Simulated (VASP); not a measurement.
Write the native input for VASP 6.6.1 that does the following.

```yaml
Task: single point
Functional: PBE
Potentials_or_basis: VASP PAW PBE potentials, release 64 (Mo_sv)
Cutoff: 520 eV
k_mesh: 16 × 16 × 16
Occupations: fermi-dirac, width 0.05 eV
Spin: no spin polarisation
Dipole_correction: no
Further_INCAR_settings: ALGO = Normal; EDIFF = 1e-06; NBANDS = 13
```

The structure of Mo lies in POSCAR:

```
Mo
1.0
   -1.5710000000      1.5710000000      1.5710000000
    1.5710000000     -1.5710000000      1.5710000000
    1.5710000000      1.5710000000     -1.5710000000
Mo
1
Direct
    0.0000000000      0.0000000000      0.0000000000
```

One way to write it, as run:

INCAR

```
SYSTEM = Mo
PREC = Accurate
ENCUT = 520
EDIFF = 1E-6
ISMEAR = -1
SIGMA = 0.05
LREAL = .FALSE.
LASPH = .TRUE.
NELM = 80
ALGO = Normal
ISIF = 2
LWAVE = .FALSE.
LCHARG = .TRUE.
GGA = PE
LELF = .TRUE.
LVHAR = .TRUE.
NBANDS = 13
```

KPOINTS

```
Automatic mesh
0
G
  16 16 16
  0 0 0
```

Potentials or basis: VASP PAW PBE potentials, release 64 (Mo_sv).

The run is started by

```sh
$ cat potpaw_PBE.64/Mo_sv/POTCAR > POTCAR
$ mpirun -np 1 vasp_std > vasp.out
```

Results of the run:

```json
{"Pressure": "5.2 GPa", "Band gap on the k mesh": "zero (bands 7 and 8 overlap by 5.41 eV)"}
```

Caveat: the cell stands under pressure.

It took 12 s on 1 thread of Intel(R) Xeon(R) Platinum 8488C (Sapphire Rapids), with other jobs on the host, peak memory 0.14 GiB.
